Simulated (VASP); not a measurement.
The system is ZnS.

```
Zn S
1.0
     0.00000    2.70200    2.70200
     2.70200    0.00000    2.70200
     2.70200    2.70200    0.00000
Zn S
1 1
Direct
  0.75000 0.75000 0.75000
  0.00000 0.00000 0.00000
```

* Program: VASP 6.6.1
* Task: relaxation of cell and atoms
* Functional: LDA
* Potentials or basis: VASP PAW LDA potentials, release 64 (Zn, S)
* Cutoff: 600 eV
* k mesh: 12 × 12 × 12
* Occupations: fermi-dirac, width 0.1 eV
* Spin: no spin polarisation

At the start: pressure -4.4 GPa; volume 19.73 Å³/atom.

Task: Where does the relaxation end?

Result: Over 3 steps the energy falls by 15.7 meV/atom and the volume is 18.63 Å³/atom (-5.6 %); space group F-43m (No. 216, to 0.05 Å).

The path:
```csv
step,energy change (eV),largest force (eV/Å),pressure (GPa),volume (Å³)
1,0.0000,0.0000,-4.36,39.45
2,-0.0268,0.0000,1.92,36.47
3,-0.0314,0.0000,-0.01,37.25
```

Final structure:
```
CELL_PARAMETERS angstrom
0.00000 2.65084 2.65084
2.65084 0.00000 2.65084
2.65084 2.65084 0.00000
ATOMIC_POSITIONS crystal
Zn 0.75000 0.75000 0.75000
S 0.00000 0.00000 0.00000
```
